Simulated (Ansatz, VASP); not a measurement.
One calculation of Si, two programs

The input POSCAR:

```
Si
1.0
    0.0000000000      2.7348383262      2.7348383262
    2.7348383262      0.0000000000      2.7348383262
    2.7348383262      2.7348383262      0.0000000000
Si
2
Direct
    0.7500000000      0.7500000000      0.7500000000
    0.5000000000      0.5000000000      0.5000000000
```

Contents of INCAR.step1:

```
SYSTEM = Si
PREC = Accurate ; ENCUT = 520
ISMEAR = 0 ; SIGMA = 0.02
LREAL = .FALSE. ; LASPH = .TRUE.
NELM = 60 ; NBANDS = 11
GGA = PE ; ALGO = Normal
EDIFF = 1E-4 ; LWAVE = .TRUE.
LCHARG = .FALSE.
```

Contents of INCAR.step2:

```
SYSTEM = Si
PREC = Accurate ; ENCUT = 520
EDIFF = 1E-7 ; ISMEAR = 0
SIGMA = 0.02 ; LREAL = .FALSE.
LASPH = .TRUE. ; NELM = 60
ALGO = Normal ; ISIF = 2
LWAVE = .FALSE. ; LCHARG = .FALSE.
METAGGA = R2SCAN ; LMIXTAU = .TRUE.
NBANDS = 11 ; ISTART = 1
```

File KPOINTS:

```
Automatic mesh
0
G
  10 10 10
  0 0 0
```

Input for Ansatz:

```yaml
crystal:
  lattice:
    - [0.0, 2.7348383262, 2.7348383262]
    - [2.7348383262, 0.0, 2.7348383262]
    - [2.7348383262, 2.7348383262, 0.0]
  atoms:
    - { symbol: Si, position: [0.75, 0.75, 0.75] }
    - { symbol: Si, position: [0.5, 0.5, 0.5] }
basis:
  ecutwfc: 500
kpoints:
  mp_grid: { grid: [10, 10, 10] }
  band_path:
    path:
      - [[0.0, 0.0, 0.0], [0.5, 0.0, 0.5], [0.625, 0.25, 0.625]]
      - [[0.375, 0.375, 0.75], [0.0, 0.0, 0.0], [0.5, 0.5, 0.5], [0.5, 0.25, 0.75], [0.5, 0.0, 0.5]]
    npoints: 14
hamiltonian:
  xc: r2scan
scf:
  occupations: { method: gaussian, width: 0.02 }
  n_extra_bands: 6
output:
  forces: true
  stress: true
  eigenvalues: true
  populations: true
  dos: { projected: true, de: 0.02, nscf_kmesh: { grid: [15, 15, 15] } }
  bader: true
```

Alike in both runs: task single point; functional r2SCAN; k mesh 10 × 10 × 10; occupations gaussian, width 0.02 eV; no spin polarisation.

|  | VASP | Ansatz |
| --- | --- | --- |
| version | VASP 6.6.1 | Ansatz 0.2.0 |
| potentials or method | VASP PAW PBE potentials, release 64 (Si), cutoff 520 eV | scalar-relativistic, plane waves, PAW |
| valence electrons in the cell | 8 | 8 |

VASP gave:

```
gap on the k mesh at the Fermi level (eV) : 0.82
least direct gap on the mesh (eV)         : 2.75
pressure (GPa)                            : -1.6
```

Q: What did Ansatz give for the same quantities?

A: gap on the k mesh at the Fermi level (eV): 0.80; least direct gap on the mesh (eV): 2.73; pressure (GPa): -1.3.

VASP's potentials were made for PBE, not for r2SCAN.
